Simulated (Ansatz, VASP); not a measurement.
## One calculation of PdRuPt3, two programs

```
Ru Pd Pt
1.0
     4.73058    0.00000    0.00000
     0.00000    4.73058    0.00000
     0.00000    0.00000    4.73058
Ru Pd Pt
1 1 3
Cartesian
  2.3653 2.3653 2.3653
  0.0000 0.0000 0.0000
  0.0000 2.3653 2.3653
  2.3653 0.0000 2.3653
  2.3653 2.3653 0.0000
```

Change from the starting cell: species swapped into the Mn3ZnN type (Pm-3m, No. 221).

Alike in both runs: functional PBE; k mesh 4 × 4 × 4; occupations gaussian, width 0.1 eV; no spin polarisation.

Ansatz relaxed the structure, and its values are those at the end. VASP's run is a single point on that final structure, the one shown.

|  | VASP | Ansatz |
| --- | --- | --- |
| version | VASP 6.6.1 | Ansatz 0.2.0 |
| potentials or method | VASP PAW PBE potentials, release 64 (Ru_pv, Pd, Pt), cutoff 520 eV | scalar-relativistic, plane waves, PAW |
| valence electrons in the cell | 54 | 88 |

```tsv
	VASP	Ansatz	Ansatz less VASP
gap on the k mesh at the Fermi level (eV)	none	none	-
pressure (GPa)	0.0	0.0	+0.02
```

A gap of «none» marks a metal or a gap that the smearing closes. With one functional, cell and mesh, what is left measures potentials, basis and numerics. VASP's potentials hold 54 valence electrons a cell and Ansatz's 88, so a difference there can come from the potentials and not from the codes.

Neither program's run includes spin-orbit coupling.
